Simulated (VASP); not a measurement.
# GaN (P6_3/mmc) in VASP: a series of runs, part 2 of 2

VASP 6.6.1. The steps go on from the part before.

## (3) Single point, r2SCAN (uniaxial z strain -3.4%)

POSCAR reads:

```
GaN
1.0
    2.9672035378      0.0000000000      0.0000000000
   -1.4836017689      2.5696736419      0.0000000000
    0.0000000000      0.0000000000      4.8628126368
Ga N
2 2
Direct
    0.0000000000      0.0000000000      0.0000000000
    0.0000000000      0.0000000000      0.5000000000
    0.3333333333      0.6666666667      0.2500000000
    0.6666666667      0.3333333333      0.7500000000
```

INCAR.step1 reads:

```
PREC     = Accurate       # precision mode
ENCUT    = 520            # plane-wave cutoff, eV
ISMEAR   = 0              # smearing method
SIGMA    = 0.01           # smearing width, eV
LREAL    = False          # projectors in reciprocal space
LASPH    = True           # aspherical terms in the spheres
NELM     = 80             # most SCF steps
NBANDS   = 26             # bands
GGA      = PE             # functional
ALGO     = Normal         # electronic algorithm
EDIFF    = 1E-4           # SCF threshold, eV
LWAVE    = True           # write WAVECAR
LCHARG   = False          # write CHGCAR
```

INCAR.step2 reads:

```
PREC     = Accurate       # precision mode
ENCUT    = 520            # plane-wave cutoff, eV
EDIFF    = 1E-6           # SCF threshold, eV
ISMEAR   = 0              # smearing method
SIGMA    = 0.01           # smearing width, eV
LREAL    = False          # projectors in reciprocal space
LASPH    = True           # aspherical terms in the spheres
NELM     = 80             # most SCF steps
ALGO     = Normal         # electronic algorithm
ISIF     = 2              # what is computed and relaxed
LWAVE    = False          # write WAVECAR
LCHARG   = False          # write CHGCAR
METAGGA  = R2SCAN         # meta-GGA
LMIXTAU  = True         
NBANDS   = 26             # bands
ISTART   = 1
```

KPOINTS reads:

```
Automatic mesh
0
Gamma
  12 12 6
```

Potentials or basis: VASP PAW PBE potentials, release 64 (Ga_d, N).

On the command line:

```
> cat potpaw_PBE.64/Ga_d/POTCAR potpaw_PBE.64/N/POTCAR > POTCAR
> cp INCAR.step1 INCAR
> mpirun -np 1 vasp_std > vasp.out
> cp INCAR.step2 INCAR
> mpirun -np 1 vasp_std > vasp.out
```

OUTCAR:

```text
PREC = Accurate
   ENCUT = 520
   EDIFF = 1E-6
   ISMEAR = 0
   LREAL = False
   LASPH = True
   NELM = 80
   ISIF = 2
   METAGGA = R2SCAN
   ISTART = 1

 ion  position               nearest neighbor table
   1  0.000  0.000  0.000-   3 2.10   4 2.10   3 2.10   4 2.10   4 2.10   3 2.10   2 2.43   2 2.43

   2  0.000  0.000  0.500-   3 2.10   4 2.10   3 2.10   4 2.10   4 2.10   3 2.10   1 2.43   1 2.43

   3  0.333  0.667  0.250-   1 2.10   2 2.10   1 2.10   2 2.10   1 2.10   2 2.10
   4  0.667  0.333  0.750-   1 2.10   2 2.10   1 2.10   2 2.10   1 2.10   2 2.10

  LATTYP: Found a hexagonal cell.
 ALAT       =     2.9672035378
 C/A-ratio  =     1.6388537473

  Lattice vectors:

 A1 = (   2.9672035378,   0.0000000000,   0.0000000000)
 A2 = (  -1.4836017689,   2.5696736419,   0.0000000000)
 A3 = (   0.0000000000,   0.0000000000,   4.8628126368)

Analysis of symmetry for initial positions (statically):
=====================================================================
 Subroutine PRICEL returns:
 Original cell was already a primitive cell.

 Routine SETGRP: Setting up the symmetry group for a
 hexagonal supercell.

 Subroutine GETGRP returns: Found 24 space group operations
 (whereof 12 operations were pure point group operations)
 out of a pool of 24 trial point group operations.

The static configuration has the point symmetry D_3d.
 The point group associated with its full space group is D_6h.

Analysis of symmetry for dynamics (positions and initial velocities):
=====================================================================
 Subroutine PRICEL returns:
 Original cell was already a primitive cell.

 Routine SETGRP: Setting up the symmetry group for a
 hexagonal supercell.

 Subroutine GETGRP returns: Found 24 space group operations
 (whereof 12 operations were pure point group operations)
 out of a pool of 24 trial point group operations.

The dynamic configuration has the point symmetry D_3d.
 The point group associated with its full space group is D_6h.

 Subroutine INISYM returns: Found 24 space group operations
 (whereof 12 operations are pure point group operations),
 and found     1 'primitive' translations

----------------------------------------------------------------------------------------

                                     Primitive cell

  volume of cell :      37.0777

  direct lattice vectors                    reciprocal lattice vectors
     2.967203538  0.000000000  0.000000000     0.337017662  0.194577238  0.000000000
    -1.483601769  2.569673642  0.000000000     0.000000000  0.389154476  0.000000000
     0.000000000  0.000000000  4.862812637     0.000000000  0.000000000  0.205642305

  length of vectors
     2.967203538  2.967203538  4.862812637     0.389154476  0.389154476  0.205642305

  position of ions in fractional coordinates (direct lattice)
     0.000000000  0.000000000  0.000000000
     0.000000000  0.000000000  0.500000000
     0.333333333  0.666666667  0.250000000
     0.666666667  0.333333333  0.750000000

  ion indices of the primitive-cell ions
   primitive index   ion index
                 1           1
[... 24 lines left out ...]

 Subroutine IBZKPT returns following result:
 ===========================================

 Found     76 irreducible k-points:

 Following reciprocal coordinates:
            Coordinates               Weight
  0.000000  0.000000  0.000000      1.000000
  0.083333  0.000000  0.000000      6.000000
  0.166667  0.000000  0.000000      6.000000
  0.250000  0.000000  0.000000      6.000000
  0.333333  0.000000  0.000000      6.000000
  0.416667  0.000000  0.000000      6.000000
[... 16 lines left out ...]
  0.250000  0.000000  0.166667     12.000000
  0.333333  0.000000  0.166667     12.000000
 [... further k-points ...]
   k-points           NKPTS =     76   k-points in BZ     NKDIM =     76   number of bands    NBANDS=     26
   number of dos      NEDOS =    301   number of ions     NIONS =      4
   total plane-waves  NPLWV =  20736
   dimension x,y,z NGX =    24 NGY =   24 NGZ =   36
   dimension x,y,z NGXF=    48 NGYF=   48 NGZF=   72
   ions per type =               2   2
   NGX,Y,Z   is equivalent  to a cutoff of  13.45, 13.45, 12.31 a.u.
   NGXF,Y,Z  is equivalent  to a cutoff of  26.89, 26.89, 24.61 a.u.
 SYSTEM =  unknown system
   PREC   = accura    normal or accurate (medium, high low for compatibility)
   ISTART =      1    job   : 0-new  1-cont  2-samecut
   ICHARG =      0    charge: 1-file 2-atom 10-const
   ISPIN  =      1    spin polarized calculation?
   LNONCOLLINEAR =      F non collinear calculations
   LSORBIT =      F    spin-orbit coupling
   LASPH  =      T    aspherical Exc in radial PAW
   ENCUT  =  520.0 eV  38.22 Ry    6.18 a.u.   5.52  5.52  9.04*2*pi/ulx,y,z
   NELM   =     80;   NELMIN=  2; NELMDL=  0     # of ELM steps
   EDIFF  = 0.1E-05   stopping-criterion for ELM
   LREAL  =      F    real-space projection
   EDIFFG = 0.1E-04   stopping-criterion for IOM
   NSW    =      0    number of steps for IOM
   IBRION =     -1    ionic relax: 0-MD 1-quasi-New 2-CG
   NFREE  =      0    steps in history (QN), initial steepest desc. (CG)
   ISIF   =      2    stress and relaxation
   ISYM   =      2    0-nonsym 1-usesym 2-fastsym
   POTIM  = 0.5000    time-step for ionic-motion
   TEBEG  =    0.0;   TEEND  =   0.0 temperature during run
   PSTRESS=    0.0 pullay stress
   NELECT =      36.0000    total number of electrons
   NUPDOWN=      -1.0000    fix difference up-down
   EMIN   =  10.00;   EMAX   =-10.00  energy-range for DOS
   EFERMI =   0.00;   METHOD = LEGACY
   ISMEAR =     0;   SIGMA  =   0.01  broadening in eV -4-tet -1-fermi 0-gaus
   EFERMI_NEDOS =   21; number of points for ismear=-14 and -15
   IALGO  =     38    algorithm
   IMIX   =      4    mixing-type and parameters
     AMIX     =   0.40;   BMIX     =  1.00
     AMIX_MAG =   1.60;   BMIX_MAG =  1.00
  volume/ion in A,a.u.               =       9.27        62.55
  Fermi-wavevector in a.u.,A,eV,Ry     =   1.621081  3.063399 35.754799  2.627904
  Thomas-Fermi vector in A             =   2.714915
   LORBIT       =      0    0 simple, 1 ext, 2 COOP (PROOUT), +10 PAW based schemes
   METAGGA = R2SCAN    functional components
   LHFCALC =     F    Hartree Fock is set to
   AEXX    =    0.0000 exact exchange contribution
   IVDW    =     0    specifies the selected vdW correction
   LEPSILON=     F    determine dielectric tensor
   LRPA    =     F    only Hartree local field effects (RPA)
 non-spin polarized calculation
 Gauss-broadening in eV      SIGMA  =   0.01
  energy-cutoff  :      520.00
  volume of cell :       37.08
 maximum number of plane-waves:      1038
 NGX is ok and might be reduce to    24
   NGX = 11   NGY = 11   NGZ = 19

 number of electron      36.0000031 magnetization

 Free energy of the ion-electron system (eV)
  ---------------------------------------------------
  ext. energy  EPLUGINS =         0.00000000
  ---------------------------------------------------
  free energy    TOTEN  =       -41.26135964 eV

  energy without entropy =      -41.26135964  energy(sigma->0) =      -41.26135964

 E-fermi :   7.9318     XC(G=0): -14.2726

 val. band max:        7.8623486283   @ k =   0.1667   0.0000   0.0000
 cond. band min:      10.2794592477   @ k =   0.3333   0.3333   0.0000
 fundamental gap:      2.4171106194
 Fermi energy:         7.9318327174

 k-point     1 :       0.0000    0.0000    0.0000
  band No.  band energies     occupation
      1     -10.4759      2.00000
      2      -7.3586      2.00000
      3      -7.1767      2.00000
      4      -6.9019      2.00000
      5      -6.9019      2.00000
      6      -6.6464      2.00000
[... 685 lines left out ...]
     25      19.9299      0.00000
     26      22.3975      0.00000

 [... further k-points ...]

------------------------ aborting loop because EDIFF is reached ----------------------------------------

  FORCE on cell =-STRESS in cart. coord.  units (eV):
  Direction    XX          YY          ZZ          XY          YZ          ZX
  --------------------------------------------------------------------------------------
  -------------------------------------------------------------------------------------
  Total        0.8833509      0.8833509      6.0732428      0.0000000      0.0000000      0.0000000
  in kB       38.1707782     38.1707782    262.4329604      0.0000000      0.0000000      0.0000000
  external PRESSURE =     112.9248389 kB  Pullay stress =       0.0000000 kB

 VOLUME and BASIS-vectors are now :
 -----------------------------------------------------------------------------
  energy-cutoff  :      520.00
  volume of cell :       37.08
      direct lattice vectors                 reciprocal lattice vectors
     2.967203538  0.000000000  0.000000000     0.337017662  0.194577238  0.000000000
    -1.483601769  2.569673642  0.000000000     0.000000000  0.389154476  0.000000000
     0.000000000  0.000000000  4.862812637     0.000000000  0.000000000  0.205642305

 POSITION                                       TOTAL-FORCE (eV/Angst)
 -----------------------------------------------------------------------------------
      0.00000      0.00000      0.00000        -0.000000      0.000000     -0.000000
      0.00000      0.00000      2.43141        -0.000000      0.000000     -0.000000
     -0.00000      1.71312      1.21570         0.000000     -0.000000     -0.000000
      1.48360      0.85656      3.64711        -0.000000      0.000000      0.000000
 -----------------------------------------------------------------------------------
    total drift:                               -0.000000      0.000000      0.000000

  FREE ENERGIE OF THE ION-ELECTRON SYSTEM (eV)
  ---------------------------------------------------
  free  energy   TOTEN  =       -41.2613596384 eV

  energy  without entropy=      -41.2613596384  energy(sigma->0) =      -41.26135964
```

It took 3.1 min on 1 thread of Intel Xeon Platinum 8259CL at 2.50GHz (Skylake/Cascade Lake), shared host; peak memory 0.2 GiB.

Results:

| Quantity | Value |
| --- | --- |
| Free energy | -41.2614 eV |
| Pressure | 11.3 GPa |
| Band gap on the k mesh | 2.42 eV (least direct gap 2.81 eV) |

Caveat: the cell differs from its parent crystal (uniaxial z strain -3.4%); the cell stands under pressure; the PAW data sets were made with another functional, which shifts forces and pressure a little.

## (4) Single point, r2SCAN (epitaxial xy strain +0.3%)

POSCAR reads:

```
GaN
1.0
    2.9761051484      0.0000000000      0.0000000000
   -1.4880525742      2.5773826629      0.0000000000
    0.0000000000      0.0000000000      5.0305750746
Ga N
2 2
Direct
    0.0000000000      0.0000000000      0.0000000000
    0.0000000000      0.0000000000      0.5000000000
    0.3333333333      0.6666666667      0.2500000000
    0.6666666667      0.3333333333      0.7500000000
```

INCAR.step1 reads:

```
SYSTEM = GaN
ALGO = Normal ; EDIFF = 1E-4
ENCUT = 520 ; GGA = PE
ISMEAR = 0 ; LASPH = .TRUE.
LCHARG = .FALSE. ; LREAL = .FALSE.
LWAVE = .TRUE. ; NBANDS = 26
NELM = 80 ; PREC = Accurate
SIGMA = 0.01
```

INCAR.step2 reads:

```
SYSTEM = GaN
ALGO = Normal ; EDIFF = 1E-7
ENCUT = 520 ; ISIF = 2
ISMEAR = 0 ; ISTART = 1
LASPH = .TRUE. ; LCHARG = .TRUE.
LELF = .TRUE. ; LMIXTAU = .TRUE.
LREAL = .FALSE. ; LVHAR = .TRUE.
LWAVE = .FALSE. ; METAGGA = R2SCAN
NBANDS = 26 ; NELM = 80
PREC = Accurate ; SIGMA = 0.01
```

KPOINTS reads:

```
k-points
0
G
  12 12 6
  0 0 0
```

On the command line:

```
> cat potpaw_PBE.64/Ga_d/POTCAR potpaw_PBE.64/N/POTCAR > POTCAR
> cp INCAR.step1 INCAR
> mpirun -np 1 vasp_std > vasp.out
> cp INCAR.step2 INCAR
> mpirun -np 1 vasp_std > vasp.out
```

Wall time 3.9 min (1 thread of Intel Xeon Platinum 8259CL at 2.50GHz (Skylake/Cascade Lake), shared host); peak memory 0.21 GiB.

The run converged. Its results:

```yaml
Free_energy: -41.3697 eV
Pressure: -0.1 GPa
Band_gap_on_the_k_mesh: 1.87 eV (least direct gap 2.22 eV)
```

Stress tensor (GPa, compression positive):
```
-0.68  0.00  0.00
 0.00 -0.68  0.00
 0.00  0.00  1.16
```

Levels at points of the mesh, in eV from the valence-band top:
| k point | band 15 | band 16 | band 17 | band 18 | band 19 | band 20 | band 21 | band 22 |
| --- | --- | --- | --- | --- | --- | --- | --- | --- |
| (0.00, 0.00, 0.00) | -0.57 | -0.57 | -0.12 | -0.12 | 2.10 | 5.13 | 10.15 | 11.14 |
| (0.50, 0.00, 0.00) | -5.06 | -2.95 | -2.74 | -0.25 | 4.16 | 5.60 | 5.73 | 9.61 |
| (0.00, 0.00, 0.50) | -0.32 | -0.32 | -0.32 | -0.32 | 4.86 | 4.86 | 10.06 | 10.06 |
| (0.50, 0.00, 0.50) | -2.23 | -2.23 | -1.77 | -1.77 | 3.55 | 3.55 | 8.66 | 8.66 |

Caveat: the cell differs from its parent crystal (epitaxial xy strain +0.3%); the PAW data sets were made with another functional, which shifts forces and pressure a little.

## (5) Overview

```csv
level,cell,smearing,gap on the mesh (eV),pressure (GPa)
PBE,"a = 2.967, b = 2.967, c = 4.863 Å, angles 90.0, 90.0, 120.0°, 4 atoms",fermi-dirac 0.02 eV,1.83,19.1
r2SCAN,"a = 2.967, b = 2.967, c = 4.863 Å, angles 90.0, 90.0, 120.0°, 4 atoms",gaussian 0.01 eV,2.42,11.3
r2SCAN,"a = 2.976, b = 2.976, c = 5.031 Å, angles 90.0, 90.0, 120.0°, 4 atoms",gaussian 0.01 eV,1.87,-0.1
```

Alike in all rows: task single point; potentials or basis VASP PAW PBE potentials, release 64 (Ga_d, N); no spin polarisation; k mesh 12 × 12 × 6; cutoff (eV) 520.

Caveats: the cell stands under pressure (at least some runs); the PAW data sets were made with another functional, which shifts forces and pressure a little (at least some runs).

Total energies depend on the potentials used, so only differences within one code and one set of settings carry meaning.
